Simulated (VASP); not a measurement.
**Pd: single point with HSE06**

The system is Pd.

```
CELL_PARAMETERS angstrom
0.00000 1.91600 1.91600
1.91600 0.00000 1.91600
1.91600 1.91600 0.00000
ATOMIC_POSITIONS crystal
Pd 0.00000 0.00000 0.00000
```

```json
{"Program": "VASP 6.6.1", "Task": "single point", "Functional": "HSE06", "Potentials or basis": "VASP PAW PBE potentials, release 64 (Pd)", "Cutoff": "520 eV", "k mesh": "6 × 6 × 6", "Occupations": "fermi-dirac, width 0.1 eV", "Spin": "no spin polarisation"}
```

- Pressure: 11.4 GPa
- Band gap on the k mesh: zero (band 5 reaches 10.29 eV, above the bottom of band 6 at 7.89 eV)

Levels at points of the mesh, in eV from the Fermi level:
| k point | band 1 | band 2 | band 3 | band 4 | band 5 | band 6 | band 7 | band 8 | band 9 | band 10 |
| --- | --- | --- | --- | --- | --- | --- | --- | --- | --- | --- |
| (0.00, 0.00, 0.00) | -7.81 | -3.53 | -3.53 | -3.53 | -1.85 | -1.85 | 18.92 | 24.18 | 24.18 | 24.18 |
| (0.50, 0.00, 0.00) | -6.22 | -3.68 | -3.68 | -0.09 | -0.09 | 1.63 | 9.22 | 18.24 | 23.58 | 23.58 |
| (0.50, 0.50, 0.00) | -6.55 | -6.15 | -0.38 | 0.53 | 0.53 | 4.34 | 12.92 | 15.14 | 15.14 | 24.38 |

Run time: 4.5 min on 1 thread of AMD EPYC 9R45 96-Core Processor (Zen 5), on a shared host, peak memory 0.2 GiB.

Caveat: the k points lie up to 0.47 Å⁻¹ apart; the PAW data sets were made with another functional, which shifts forces and pressure a little.
